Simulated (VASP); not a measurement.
Co:

```
CELL_PARAMETERS angstrom
-1.40414 1.40414 1.40414
1.40414 -1.40414 1.40414
1.40414 1.40414 -1.40414
ATOMIC_POSITIONS crystal
Co 0.00000 0.00000 0.00000
```

This isn't the form of Co at room conditions, which is hcp.

* Program: VASP 6.6.1
* Task: relaxation of cell and atoms
* Functional: LDA
* Potentials or basis: VASP PAW LDA potentials, release 64 (Co)
* Cutoff: 600 eV
* k mesh: 16 × 16 × 16
* Occupations: fermi-dirac, width 0.1 eV
* Spin: no spin polarisation

At the start: pressure -26.7 GPa; volume 11.07 Å³/atom.

How do energy, volume and symmetry change on relaxing?

Over 7 steps the energy falls by 120.2 meV/atom and the volume is 9.79 Å³/atom (-11.6 %); space group Im-3m (No. 229, to 0.1 Å) before and after.

The path:
| step | energy change (eV) | largest force (eV/Å) | pressure (GPa) | volume (Å³) |
| --- | --- | --- | --- | --- |
| 1 | 0.0000 | 0.0000 | -26.72 | 11.07 |
| 2 | 0.1351 | 0.0000 | 66.66 | 8.37 |
| 3 | -0.1200 | 0.0000 | -1.39 | 9.84 |
| 4 | -0.1202 | 0.0000 | -0.32 | 9.80 |
| 5 | -0.1202 | 0.0000 | 0.42 | 9.78 |
| 6 | -0.1202 | 0.0000 | -0.53 | 9.81 |
| 7 | -0.1202 | 0.0000 | 0.00 | 9.79 |

Final structure:
```yaml
crystal:
  lattice:
    - [-1.34783, 1.34783, 1.34783]
    - [1.34783, -1.34783, 1.34783]
    - [1.34783, 1.34783, -1.34783]
  atoms:
    - { symbol: Co, position: [0.00000, 0.00000, 0.00000] }
```

Caveat: the run has no spin polarisation, though such a crystal can be magnetic.
